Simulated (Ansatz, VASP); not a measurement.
KMo2 in VASP and in Ansatz

```xyz
3
Lattice="5.1124 0.0000 0.0000 -2.5562 4.4275 0.0000 0.0000 0.0000 2.6248" Properties=species:S:1:pos:R:3 pbc="T T T"
K     0.0000    0.0000    0.0000
Mo    0.0000    2.9517    1.3124
Mo    2.5562    1.4758    1.3124
```

Alike in both runs: functional PBE; k mesh 12 × 12 × 18; occupations gaussian, width 0.1 eV; no spin polarisation.

Ansatz relaxed the structure, and its values are those at the end. VASP's run is a single point on that final structure, the one shown.

|  | VASP | Ansatz |
| --- | --- | --- |
| version | VASP 6.6.1 | Ansatz 0.2.0 |
| potentials or method | VASP PAW PBE potentials, release 64 (K_sv, Mo_sv), cutoff 520 eV | scalar-relativistic, plane waves, PAW |
| valence electrons in the cell | 37 | 37 |

Ansatz gave:

```
gap on the k mesh at the Fermi level (eV) : none
pressure (GPa)                            : 0.0
```

What did VASP give for the same quantities?

gap on the k mesh at the Fermi level (eV): none; pressure (GPa): 0.5.

A gap of «none» marks a metal or a gap that the smearing closes.
